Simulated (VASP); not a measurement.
# Be4Se (Cmmm) in VASP: notebook, part 2 of 2

VASP 6.6.1. The steps go on from the part before.

### 4 Relaxation of cell and atoms, PBE

This run uses another cell than the first one, of 12.59 Å³/atom, 1.215 times its volume.

INCAR

```
SYSTEM = Be4Se
ALGO = Normal ; EDIFF = 1E-6
EDIFFG = -0.01 ; ENCUT = 600
GGA = PE ; IBRION = 2
ISIF = 3 ; ISMEAR = 0
LASPH = .TRUE. ; LCHARG = .FALSE.
LREAL = .FALSE. ; LWAVE = .FALSE.
NELM = 60 ; NSW = 100
PREC = Accurate ; SIGMA = 0.1
```

KPOINTS

```
k-points
0
G
  10 10 12
  0 0 0
```

POSCAR

```
Be4Se
1.0
    2.7479584352     -3.3371372960      0.0000000000
    2.7479584352      3.3371372960      0.0000000000
    0.0000000000      0.0000000000      3.4314730548
Be Se
4 1
Direct
    0.6772242594      0.6772242594      0.5000000000
    0.3227757406      0.3227757406      0.5000000000
    0.6587089361      0.3412910639      0.0000000000
    0.3412910639      0.6587089361      0.0000000000
    0.0000000000      0.0000000000      0.0000000000
```

Potentials or basis: VASP PAW PBE potentials, release 64 (Be, Se).

Command:

```console
cat potpaw_PBE.64/Be/POTCAR potpaw_PBE.64/Se/POTCAR > POTCAR
mpirun -np 1 vasp_std > vasp.out
```

OUTCAR:

```text
SYSTEM = Be4Se
   EDIFF = 1E-6
   EDIFFG = -0.01
   ENCUT = 600
   GGA = PE
   IBRION = 2
   ISIF = 3
   ISMEAR = 0
   LASPH = .TRUE.
   LREAL = .FALSE.
   NELM = 60
   NSW = 100
   PREC = Accurate

 ion  position               nearest neighbor table
   1  0.677  0.677  0.500-   2 1.95   3 2.24   4 2.24   3 2.24   4 2.24   5 2.47   5 2.47
   2  0.323  0.323  0.500-   1 1.95   3 2.24   4 2.24   3 2.24   4 2.24   5 2.47   5 2.47
   3  0.659  0.341  0.000-   4 2.12   2 2.24   1 2.24   1 2.24   2 2.24   5 2.28
   4  0.341  0.659  0.000-   3 2.12   2 2.24   1 2.24   1 2.24   2 2.24   5 2.28
   5  0.000  0.000  0.000-   3 2.28   4 2.28   1 2.47   2 2.47   1 2.47   2 2.47

  LATTYP: Found a base centered orthorhombic cell.
 ALAT       =     5.4959168704
 B/A-ratio  =     1.2144060308
 C/A-ratio  =     0.6243677144

  Lattice vectors:

 A1 = (   2.7479584352,  -3.3371372960,   0.0000000000)
 A2 = (   2.7479584352,   3.3371372960,   0.0000000000)
 A3 = (   0.0000000000,   0.0000000000,   3.4314730548)

Analysis of symmetry for initial positions (statically):
=====================================================================
 Subroutine PRICEL returns:
 Original cell was already a primitive cell.

 Routine SETGRP: Setting up the symmetry group for a
 base centered orthorhombic supercell.

 Subroutine GETGRP returns: Found  8 space group operations
 (whereof  8 operations were pure point group operations)
 out of a pool of  8 trial point group operations.

The static configuration has the point symmetry D_2h.

Analysis of symmetry for dynamics (positions and initial velocities):
=====================================================================
 Subroutine PRICEL returns:
 Original cell was already a primitive cell.

 Routine SETGRP: Setting up the symmetry group for a
 base centered orthorhombic supercell.

 Subroutine GETGRP returns: Found  8 space group operations
 (whereof  8 operations were pure point group operations)
 out of a pool of  8 trial point group operations.

[... 146 lines left out ...]

 number of electron      13.9999999 magnetization

 Free energy of the ion-electron system (eV)
  ---------------------------------------------------
  ext. energy  EPLUGINS =         0.00000000
  ---------------------------------------------------
  free energy    TOTEN  =       -16.20221507 eV

  energy without entropy =      -16.19356324  energy(sigma->0) =      -16.19788915

------------------------ aborting loop because EDIFF is reached ----------------------------------------

  FORCE on cell =-STRESS in cart. coord.  units (eV):
  Direction    XX          YY          ZZ          XY          YZ          ZX
  --------------------------------------------------------------------------------------
  -------------------------------------------------------------------------------------
  Total       -1.0675320      0.4593154      0.1473350     -0.0000000      0.0000000      0.0000000
  in kB      -27.1766962     11.6930219      3.7507810     -0.0000000      0.0000000      0.0000000
  external PRESSURE =      -3.9109644 kB  Pullay stress =       0.0000000 kB
[... 221 lines left out ...]
--------------------------------------- Ionic step        7  -------------------------------------------

 number of electron      14.0000000 magnetization

 Free energy of the ion-electron system (eV)
  ---------------------------------------------------
  ext. energy  EPLUGINS =         0.00000000
  ---------------------------------------------------
  free energy    TOTEN  =       -16.21963244 eV

  energy without entropy =      -16.21280533  energy(sigma->0) =      -16.21621888

 E-fermi :   5.3986     XC(G=0):  -9.8356

 val. band max:        5.3916280737   @ k =   0.4000   0.1000   0.0000
 cond. band min:       5.3994526633   @ k =   0.2000   0.0000   0.0000
 fundamental gap:      0.0078245896
 Fermi energy:         5.3986082318

 k-point     1 :       0.0000    0.0000    0.0000
  band No.  band energies     occupation
      1     -10.0118      2.00000
      2      -1.4490      2.00000
      3      -0.4077      2.00000
      4       0.3855      2.00000
      5       1.8495      2.00000
      6       3.4496      2.00000
      7       5.5608      0.02177
      8       5.7302      0.00000
      9       7.1594      0.00000
     10       7.4027      0.00000
     11       9.9289      0.00000
[... 309 lines left out ...]
 k-point    24 :       0.4000    0.3000    0.0000
  band No.  band energies     occupation
      1      -9.6371      2.00000
      2      -3.0664      2.00000
      3      -1.8925      2.00000
      4       0.7572      2.00000
      5       2.8599      2.00000
      6       5.2206      1.98817
      7       5.2338      1.98026
      8       6.4774      0.00000
      9       7.7514      0.00000
     10       9.0389      0.00000
     11       9.6425      0.00000

 [... further k-points ...]

------------------------ aborting loop because EDIFF is reached ----------------------------------------

  FORCE on cell =-STRESS in cart. coord.  units (eV):
  Direction    XX          YY          ZZ          XY          YZ          ZX
  --------------------------------------------------------------------------------------
  -------------------------------------------------------------------------------------
  Total        0.0147434      0.0050786      0.0301037      0.0000000      0.0000000      0.0000000
  in kB        0.3794152      0.1306969      0.7747077      0.0000000      0.0000000      0.0000000
  external PRESSURE =       0.4282733 kB  Pullay stress =       0.0000000 kB
[... 20 lines left out ...]
  FREE ENERGIE OF THE ION-ELECTRON SYSTEM (eV)
  ---------------------------------------------------
  free  energy   TOTEN  =       -16.2196324385 eV

  energy  without entropy=      -16.2128053268  energy(sigma->0) =      -16.21621888

 reached required accuracy - stopping structural energy minimisation
```

OSZICAR:

```text
N       E                     dE             d eps       ncg     rms          rms(c)
DAV:   1     0.296123367762E+02    0.29612E+02   -0.62994E+03  4774   0.121E+03
DAV:   2    -0.147516337483E+02   -0.44364E+02   -0.41377E+02  6381   0.169E+02
[... 46 lines left out ...]
   6 F= -.16219359E+02 E0= -.16215895E+02  d E =-.179032E-02
       N       E                     dE             d eps       ncg     rms          rms(c)
DAV:   1    -0.162197746471E+02   -0.41510E-03   -0.10825E-02  4972   0.712E-01    0.474E-02
DAV:   2    -0.162196634555E+02    0.11119E-03   -0.43850E-04  5741   0.172E-01    0.262E-02
DAV:   3    -0.162196327428E+02    0.30713E-04   -0.16894E-04  5674   0.771E-02    0.776E-03
DAV:   4    -0.162196322882E+02    0.45462E-06   -0.14153E-05  5487   0.300E-02    0.464E-03
DAV:   5    -0.162196324385E+02   -0.15031E-06   -0.27798E-06  4606   0.109E-02
   7 F= -.16219632E+02 E0= -.16216219E+02  d E =-.272971E-03
```

CONTCAR:

```text
Be4Se
   1.00000000000000
     2.6784126460235402   -3.3610562866672984    0.0000000000000000
     2.6784126460235402    3.3610562866672984    0.0000000000000000
     0.0000000000000000    0.0000000000000000    3.4578785559077478
  Be              Se
     4     1
Direct
     0.6797925150459107    0.6797925150459107    0.5000000000000000
     0.3202074849540895    0.3202074849540895    0.5000000000000000
     0.6580664126424515    0.3419335873575487    1.0000000000000000
     0.3419335873575487    0.6580664126424515    0.0000000000000000
     1.0000000000000000    1.0000000000000000    0.0000000000000000

  0.00000000E+00  0.00000000E+00  0.00000000E+00
  0.00000000E+00  0.00000000E+00  0.00000000E+00
  0.00000000E+00  0.00000000E+00  0.00000000E+00
  0.00000000E+00  0.00000000E+00  0.00000000E+00
  0.00000000E+00  0.00000000E+00  0.00000000E+00
```

It took 4.7 min on 1 thread of Intel Xeon Platinum 8488C (Sapphire Rapids), shared host; peak memory 0.35 GiB.

What came out:

```yaml
Free_energy: -16.2196 eV
Relaxed_volume: 12.45 Å³/atom
Relaxed_cell: a = 4.298 Å, b = 4.298 Å, c = 3.458 Å, α = 90.00°, β = 90.00°, γ = 102.90°
Space_group_after_relaxing_to_0.05_Å: Cmmm (No. 65)
Energy_gained_by_relaxing: 3.5 meV/atom
Ionic_steps: 7
Pressure_after_relaxing: 0.0 GPa
Largest_force_after_relaxing: 0.006 eV/Å
Band_gap_on_the_k_mesh: zero (band 7 reaches 6.39 eV, above the bottom of band 8 at 4.45 eV)
```

Forces on the atoms (eV/Å):
```
Be  -0.006  0.000  0.000
Be   0.006  0.000  0.000
Be   0.000 -0.001  0.000
Be   0.000  0.001  0.000
Se   0.000  0.000  0.000
```

Step by step:
```
step  energy change (eV)  largest force (eV/Å)  pressure (GPa)  volume (Å³)
   1              0.0000                0.0659           -0.39        62.94
   2             -0.0111                0.0707           -0.21        62.65
   3             -0.0153                0.0804           -0.01        62.38
   4             -0.0154                0.0866            0.02        62.35
   5             -0.0168                0.0524           -0.02        62.32
   6             -0.0171                0.0460           -0.04        62.30
   7             -0.0174                0.0063            0.04        62.26
```

Final structure:
```xyz
5
Lattice="2.6784 -3.3611 0.0000 2.6784 3.3611 0.0000 0.0000 0.0000 3.4579" Properties=species:S:1:pos:R:3 pbc="T T T"
Be    3.6415    0.0000    1.7289
Be    1.7153    0.0000    1.7289
Be    2.6784   -1.0625    3.4579
Be    2.6784    1.0625    0.0000
Se    5.3568    0.0000    0.0000
```

### 5 Summary

| task | cell | k mesh | cutoff (eV) | gap on the mesh (eV) | pressure (GPa) | relaxed volume (Å³/atom) | largest force (eV/Å) |
| --- | --- | --- | --- | --- | --- | --- | --- |
| relaxation of cell and atoms | relaxed from a = 4.375, b = 4.375, c = 2.710 Å, angles 90.0, 90.0, 92.8°, 5 atoms | 4 × 4 × 6 | 600 | none | -0.1 | 12.63 | 0.03 |
| single point | a = 4.296, b = 4.296, c = 3.458 Å, angles 90.0, 90.0, 102.9°, 5 atoms | 10 × 10 × 12 | 520 | none | 0.1 | - | 0.02 |
| relaxation of cell and atoms | relaxed from a = 4.323, b = 4.323, c = 3.431 Å, angles 90.0, 90.0, 101.1°, 5 atoms | 10 × 10 × 12 | 600 | none | 0.0 | 12.45 | 0.01 |

Alike in all rows: level PBE; potentials or basis VASP PAW PBE potentials, release 64 (Be, Se); no spin polarisation; smearing gaussian 0.1 eV.

Caveats: some runs use coarse meshes; the volume moved by over 15 % at a fixed basis, so the end points are rough (some runs).

Absolute energies hang on the potentials; compare differences alone.
